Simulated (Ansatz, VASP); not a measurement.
**Two plane-wave programs on Zn6O**

```xyz
7
Lattice="2.9192 0.0000 0.0000 -1.4596 2.5281 0.0000 0.0000 0.0000 13.2855" Properties=species:S:1:pos:R:3 pbc="T T T"
Zn    0.0000    1.6854    5.5822
Zn    1.4596    0.8427    7.7033
Zn    1.4596    0.8427   11.9425
Zn    0.0000    1.6854    1.3431
Zn    1.4596    0.8427    3.4376
Zn    0.0000    1.6854    9.8479
O     0.0000    0.0000    0.0000
```

Alike in both runs: functional PBE; k mesh 7 × 7 × 2; occupations gaussian, width 0.2 eV; no spin polarisation.

Ansatz relaxed the structure, and its values are those at the end. VASP's run is a single point on that final structure, the one shown.

|  | VASP | Ansatz |
| --- | --- | --- |
| version | VASP 6.6.1 | Ansatz 0.2.0 |
| potentials or method | VASP PAW PBE potentials, release 64 (Zn, O), cutoff 520 eV | scalar-relativistic, plane waves, PAW |
| valence electrons in the cell | 78 | 78 |

|  | VASP | Ansatz | Ansatz less VASP |
| --- | --- | --- | --- |
| gap on the k mesh at the Fermi level (eV) | none | none | - |
| pressure (GPa) | 0.6 | 0.2 | -0.44 |
| rms of the force components (eV/Å) | 0.026 | 0.015 | -0.0108 |

A gap of «none» marks a metal or a gap that the smearing closes. With one functional, cell and mesh, what is left measures potentials, basis and numerics.
